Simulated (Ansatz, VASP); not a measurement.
One calculation of AlN, two programs

```
Al N
1.0
     0.00000    2.18868    2.18868
     2.18868    0.00000    2.18868
     2.18868    2.18868    0.00000
Al N
1 1
Direct
  0.00000 0.00000 0.00000
  0.25000 0.25000 0.25000
```

Alike in both runs: functional PBEsol; k mesh 16 × 16 × 16; occupations fermi-dirac, width 0.08 eV; no spin polarisation.

Ansatz relaxed the structure, and its values are those at the end. VASP's run is a single point on that final structure, the one shown.

|  | VASP | Ansatz |
| --- | --- | --- |
| version | VASP 6.6.1 | Ansatz 0.2.0 |
| potentials or method | VASP PAW PBE potentials, release 64 (Al, N) | PAW with Ansatz's default frozen-core files, scalar-relativistic |
| plane-wave cutoff (eV) | 600 | 420 |
| valence electrons in the cell | 8 | 8 |

|  | VASP | Ansatz | Ansatz less VASP |
| --- | --- | --- | --- |
| pressure (GPa) | -0.1 | 0.0 | +0.18 |

VASP's potentials were made for PBE, not for PBEsol. The functional is the same, so the differences come from potentials, cutoffs and numerics.
